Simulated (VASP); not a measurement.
# MgSe (l.bB) (Fm-3m) in VASP: further runs

Runs on MgSe (l.bB). Level: LDA. Tasks: single point.

Everything below comes from runs of VASP 6.6.1. Logs are shortened: lines on timing, memory, paths and dates and some standing lists are left out, and cuts for length are marked.

## Step 1: The cell of the first run

It takes space group Fm-3m (No. 225, cubic). Conventional cell: a = 5.450 Å, b = 5.450 Å, c = 5.450 Å, α = 90.00°, β = 90.00°, γ = 90.00°. Mg (site symmetry m-3m) has 6 Se at 2.73 Å within 3.6 Å. Se (site symmetry m-3m) has 6 Mg at 2.73 Å within 3.6 Å.

## Step 2: Single point, LDA

File INCAR:

```
PREC = Accurate
ENCUT = 600
EDIFF = 1E-6
ISMEAR = 0
SIGMA = 0.1
LREAL = False
LASPH = True
NELM = 120
ALGO = Normal
ISIF = 2
LWAVE = False
LCHARG = False
GGA = CA
NBANDS = 11
GGA_COMPAT = False
```

File KPOINTS:

```
regular mesh
0
Gamma
  6 6 6
```

File POSCAR:

```
MgSe
1.0
    0.0000000000      2.7250000000      2.7250000000
    2.7250000000      0.0000000000      2.7250000000
    2.7250000000      2.7250000000      0.0000000000
Mg Se
1 1
Direct
    0.0000000000      0.0000000000      0.0000000000
    0.5000000000      0.5000000000      0.5000000000
```

Potentials or basis: VASP PAW LDA potentials, release 64 (Mg, Se).

Started as:

```sh
> cat potpaw_LDA.64/Mg/POTCAR potpaw_LDA.64/Se/POTCAR > POTCAR
> mpirun -np 1 vasp_std > vasp.out
```

OUTCAR:

```text
PREC = Accurate
   ENCUT = 600
   EDIFF = 1E-6
   ISMEAR = 0
   LREAL = False
   LASPH = True
   NELM = 120
   ISIF = 2
   GGA = CA

 ion  position               nearest neighbor table
   1  0.000  0.000  0.000-   2 2.73   2 2.73   2 2.73   2 2.73   2 2.73   2 2.73
   2  0.500  0.500  0.500-   1 2.73   1 2.73   1 2.73   1 2.73   1 2.73   1 2.73

  LATTYP: Found a face centered cubic cell.
 ALAT       =     5.4500000000

  Lattice vectors:

 A1 = (   0.0000000000,   2.7250000000,   2.7250000000)
 A2 = (   2.7250000000,   0.0000000000,   2.7250000000)
 A3 = (   2.7250000000,   2.7250000000,   0.0000000000)

Analysis of symmetry for initial positions (statically):
=====================================================================
 Subroutine PRICEL returns:
 Original cell was already a primitive cell.

 Routine SETGRP: Setting up the symmetry group for a
 face centered cubic supercell.

 Subroutine GETGRP returns: Found 48 space group operations
 (whereof 48 operations were pure point group operations)
 out of a pool of 48 trial point group operations.

The static configuration has the point symmetry O_h .

Analysis of symmetry for dynamics (positions and initial velocities):
=====================================================================
 Subroutine PRICEL returns:
 Original cell was already a primitive cell.

 Routine SETGRP: Setting up the symmetry group for a
 face centered cubic supercell.

 Subroutine GETGRP returns: Found 48 space group operations
 (whereof 48 operations were pure point group operations)
 out of a pool of 48 trial point group operations.

The dynamic configuration has the point symmetry O_h .

 Subroutine INISYM returns: Found 48 space group operations
 (whereof 48 operations are pure point group operations),
 and found     1 'primitive' translations

----------------------------------------------------------------------------------------

                                     Primitive cell

  volume of cell :      40.4697

  direct lattice vectors                    reciprocal lattice vectors
     0.000000000  2.725000000  2.725000000    -0.183486239  0.183486239  0.183486239
     2.725000000  0.000000000  2.725000000     0.183486239 -0.183486239  0.183486239
     2.725000000  2.725000000  0.000000000     0.183486239  0.183486239 -0.183486239

  length of vectors
     3.853731957  3.853731957  3.853731957     0.317807488  0.317807488  0.317807488

  position of ions in fractional coordinates (direct lattice)
     0.000000000  0.000000000  0.000000000
     0.500000000  0.500000000  0.500000000

  ion indices of the primitive-cell ions
   primitive index   ion index
                 1           1
                 2           2

----------------------------------------------------------------------------------------

 KPOINTS: regular mesh

Automatic generation of k-mesh.
 Grid dimensions read from file:
 generate k-points for:    6    6    6

 Generating k-lattice:

  Cartesian coordinates                     Fractional coordinates (reciprocal lattice)
    -0.030581040  0.030581040  0.030581040     0.166666667  0.000000000  0.000000000
     0.030581040 -0.030581040  0.030581040     0.000000000  0.166666667  0.000000000
     0.030581040  0.030581040 -0.030581040     0.000000000  0.000000000  0.166666667

  Length of vectors
     0.052967915  0.052967915  0.052967915

  Shift w.r.t. Gamma in fractional coordinates (k-lattice)
     0.000000000  0.000000000  0.000000000

 Subroutine IBZKPT returns following result:
 ===========================================

 Found     16 irreducible k-points:

 Following reciprocal coordinates:
            Coordinates               Weight
  0.000000  0.000000  0.000000      1.000000
  0.166667  0.000000  0.000000      8.000000
  0.333333  0.000000  0.000000      8.000000
  0.500000  0.000000  0.000000      4.000000
  0.166667  0.166667  0.000000      6.000000
  0.333333  0.166667  0.000000     24.000000
[... 8 lines left out ...]
 -0.333333  0.333333  0.166667     24.000000
 -0.333333  0.500000  0.166667     12.000000
   k-points           NKPTS =     16   k-points in BZ     NKDIM =     16   number of bands    NBANDS=     11
   number of dos      NEDOS =    301   number of ions     NIONS =      2
   total plane-waves  NPLWV =  32768
   dimension x,y,z NGX =    32 NGY =   32 NGZ =   32
   dimension x,y,z NGXF=    64 NGYF=   64 NGZF=   64
   ions per type =               1   1
   NGX,Y,Z   is equivalent  to a cutoff of  13.80, 13.80, 13.80 a.u.
   NGXF,Y,Z  is equivalent  to a cutoff of  27.61, 27.61, 27.61 a.u.
 SYSTEM =  unknown system
   PREC   = accura    normal or accurate (medium, high low for compatibility)
   ISTART =      0    job   : 0-new  1-cont  2-samecut
   ICHARG =      2    charge: 1-file 2-atom 10-const
   ISPIN  =      1    spin polarized calculation?
   LNONCOLLINEAR =      F non collinear calculations
   LSORBIT =      F    spin-orbit coupling
   LASPH  =      T    aspherical Exc in radial PAW
   ENCUT  =  600.0 eV  44.10 Ry    6.64 a.u.   7.70  7.70  7.70*2*pi/ulx,y,z
   NELM   =    120;   NELMIN=  2; NELMDL= -5     # of ELM steps
   EDIFF  = 0.1E-05   stopping-criterion for ELM
   LREAL  =      F    real-space projection
   EDIFFG = 0.1E-04   stopping-criterion for IOM
   NSW    =      0    number of steps for IOM
   IBRION =     -1    ionic relax: 0-MD 1-quasi-New 2-CG
   NFREE  =      0    steps in history (QN), initial steepest desc. (CG)
   ISIF   =      2    stress and relaxation
   ISYM   =      2    0-nonsym 1-usesym 2-fastsym
   POTIM  = 0.5000    time-step for ionic-motion
   TEBEG  =    0.0;   TEEND  =   0.0 temperature during run
   PSTRESS=    0.0 pullay stress
   NELECT =       8.0000    total number of electrons
   NUPDOWN=      -1.0000    fix difference up-down
   EMIN   =  10.00;   EMAX   =-10.00  energy-range for DOS
   EFERMI =   0.00;   METHOD = LEGACY
   ISMEAR =     0;   SIGMA  =   0.10  broadening in eV -4-tet -1-fermi 0-gaus
   EFERMI_NEDOS =   21; number of points for ismear=-14 and -15
   IALGO  =     38    algorithm
   IMIX   =      4    mixing-type and parameters
     AMIX     =   0.40;   BMIX     =  1.00
     AMIX_MAG =   1.60;   BMIX_MAG =  1.00
  volume/ion in A,a.u.               =      20.23       136.55
  Fermi-wavevector in a.u.,A,eV,Ry     =   0.953663  1.802162 12.374136  0.909473
  Thomas-Fermi vector in A             =   2.082339
   LORBIT       =      0    0 simple, 1 ext, 2 COOP (PROOUT), +10 PAW based schemes
   GGA     = CA    functional components
   LHFCALC =     F    Hartree Fock is set to
   AEXX    =    0.0000 exact exchange contribution
   IVDW    =     0    specifies the selected vdW correction
   LEPSILON=     F    determine dielectric tensor
   LRPA    =     F    only Hartree local field effects (RPA)
 non-spin polarized calculation
 Gauss-broadening in eV      SIGMA  =   0.10
  energy-cutoff  :      600.00
  volume of cell :       40.47
 maximum number of plane-waves:      1363
   NGX = 15   NGY = 15   NGZ = 15

 number of electron       8.0000001 magnetization

 Free energy of the ion-electron system (eV)
  ---------------------------------------------------
  ext. energy  EPLUGINS =         0.00000000
  ---------------------------------------------------
  free energy    TOTEN  =        -8.58485480 eV

  energy without entropy =       -8.58485480  energy(sigma->0) =       -8.58485480

 E-fermi :   3.6886     XC(G=0):  -9.7521

 val. band max:        3.1777027925   @ k =   0.0000   0.0000   0.0000
 cond. band min:       4.8230130954   @ k =   0.5000   0.5000   0.0000
 fundamental gap:      1.6453103028
 Fermi energy:         3.6886192041

 k-point     1 :       0.0000    0.0000    0.0000
  band No.  band energies     occupation
      1      -9.7940      2.00000
      2       3.1777      2.00000
      3       3.1777      2.00000
      4       3.1777      2.00000
      5       5.5784      0.00000
      6      10.5346      0.00000
      7      10.5346      0.00000
      8      10.5346      0.00000
      9      13.1149      0.00000
     10      13.1149      0.00000
     11      14.0571      0.00000

 k-point     2 :       0.1667    0.0000    0.0000
  band No.  band energies     occupation
      1      -9.5619      2.00000
      2       1.3097      2.00000
      3       3.0093      2.00000
      4       3.0093      2.00000
      5       6.9130      0.00000
      6      10.2370      0.00000
      7      10.6934      0.00000
      8      10.6934      0.00000
      9      11.9896      0.00000
     10      11.9896      0.00000
     11      13.4910      0.00000

 k-point     3 :       0.3333    0.0000    0.0000
  band No.  band energies     occupation
      1      -9.0111      2.00000
      2      -0.8861      2.00000
      3       2.7213      2.00000
      4       2.7213      2.00000
      5       7.0615      0.00000
      6       9.6235      0.00000
      7       9.6235      0.00000
      8      11.5919      0.00000
      9      12.9786      0.00000
     10      13.8976      0.00000
     11      13.8976      0.00000

 k-point     4 :       0.5000    0.0000    0.0000
  band No.  band energies     occupation
      1      -8.6694      2.00000
      2      -1.8197      2.00000
      3       2.5957      2.00000
      4       2.5957      2.00000
      5       6.8817      0.00000
      6       9.1704      0.00000
      7       9.1704      0.00000
      8      11.6014      0.00000
      9      14.4849      0.00000
     10      16.9230      0.00000
     11      16.9230      0.00000

 k-point     5 :       0.1667    0.1667    0.0000
  band No.  band energies     occupation
      1      -9.4865      2.00000
      2       1.4028      2.00000
      3       2.5971      2.00000
      4       2.5971      2.00000
      5       7.5074      0.00000
      6       9.0666      0.00000
      7       9.9856      0.00000
      8      11.6632      0.00000
      9      11.6632      0.00000
     10      13.5728      0.00000
     11      15.1335      0.00000
[... 99 lines left out ...]
 k-point    13 :       0.5000    0.5000    0.0000
  band No.  band energies     occupation
      1      -8.3477      2.00000
      2      -1.1184      2.00000
      3       1.3779      2.00000
      4       1.3779      2.00000
      5       4.8230      0.00000
      6       7.0640      0.00000
      7      14.7701      0.00000
      8      15.1597      0.00000
      9      15.1597      0.00000
     10      15.7755      0.00000
     11      19.0732      0.00000

 k-point    14 :       0.5000    0.3333    0.1667
  band No.  band energies     occupation
      1      -8.6391      2.00000
      2      -0.7077      2.00000
      3       0.8681      2.00000
      4       1.8505      2.00000
      5       7.4469      0.00000
      6       9.3112      0.00000
      7       9.5791      0.00000
      8      12.2538      0.00000
      9      13.9356      0.00000
     10      16.4051      0.00000
     11      17.3107      0.00000

 k-point    15 :      -0.3333    0.3333    0.1667
  band No.  band energies     occupation
      1      -8.4087      2.00000
      2      -0.9134      2.00000
      3       0.3444      2.00000
      4       1.4581      2.00000
      5       7.6098      0.00000
      6       9.0513      0.00000
      7      11.4023      0.00000
      8      11.4220      0.00000
      9      14.0800      0.00000
     10      15.5452      0.00000
     11      18.2577      0.00000

 k-point    16 :      -0.3333    0.5000    0.1667
  band No.  band energies     occupation
      1      -8.3212      2.00000
      2      -0.6833      2.00000
      3       0.4749      2.00000
      4       0.7434      2.00000
      5       6.6323      0.00000
      6       8.9149      0.00000
      7      11.2373      0.00000
      8      12.5864      0.00000
      9      15.5743      0.00000
     10      16.8866      0.00000
     11      17.6946      0.00000

------------------------ aborting loop because EDIFF is reached ----------------------------------------

  FORCE on cell =-STRESS in cart. coord.  units (eV):
  Direction    XX          YY          ZZ          XY          YZ          ZX
  --------------------------------------------------------------------------------------
  -------------------------------------------------------------------------------------
  Total       -0.5968138     -0.5968138     -0.5968138      0.0000000      0.0000000     -0.0000000
  in kB      -23.6276154    -23.6276154    -23.6276154      0.0000000      0.0000000     -0.0000000
  external PRESSURE =     -23.6276154 kB  Pullay stress =       0.0000000 kB

 VOLUME and BASIS-vectors are now :
 -----------------------------------------------------------------------------
  energy-cutoff  :      600.00
  volume of cell :       40.47
      direct lattice vectors                 reciprocal lattice vectors
     0.000000000  2.725000000  2.725000000    -0.183486239  0.183486239  0.183486239
     2.725000000  0.000000000  2.725000000     0.183486239 -0.183486239  0.183486239
     2.725000000  2.725000000  0.000000000     0.183486239  0.183486239 -0.183486239

 POSITION                                       TOTAL-FORCE (eV/Angst)
 -----------------------------------------------------------------------------------
      0.00000      0.00000      0.00000        -0.000000     -0.000000      0.000000
      2.72500      2.72500      2.72500         0.000000      0.000000      0.000000
 -----------------------------------------------------------------------------------
    total drift:                               -0.000000     -0.000000      0.000000

  FREE ENERGIE OF THE ION-ELECTRON SYSTEM (eV)
  ---------------------------------------------------
  free  energy   TOTEN  =        -8.5848547974 eV

  energy  without entropy=       -8.5848547974  energy(sigma->0) =       -8.58485480
```

Run time: 10 s. Hardware: 1 thread of AMD EPYC 7R13, shared host; peak memory 0.12 GiB.

Results:

```yaml
Free_energy: -8.5849 eV
Pressure: -2.4 GPa
Band_gap_on_the_k_mesh: 1.65 eV, indirect (least direct gap 2.40 eV)
```

Levels at points of the mesh, in eV from the valence-band top:
```tsv
k point	band 2	band 3	band 4	band 5	band 6	band 7
(0.00, 0.00, 0.00)	0.00	0.00	0.00	2.40	7.36	7.36
(0.50, 0.00, 0.00)	-5.00	-0.58	-0.58	3.70	5.99	5.99
(0.50, 0.50, 0.00)	-4.30	-1.80	-1.80	1.65	3.89	11.59
```

(Part 1 of 2 ends here.)
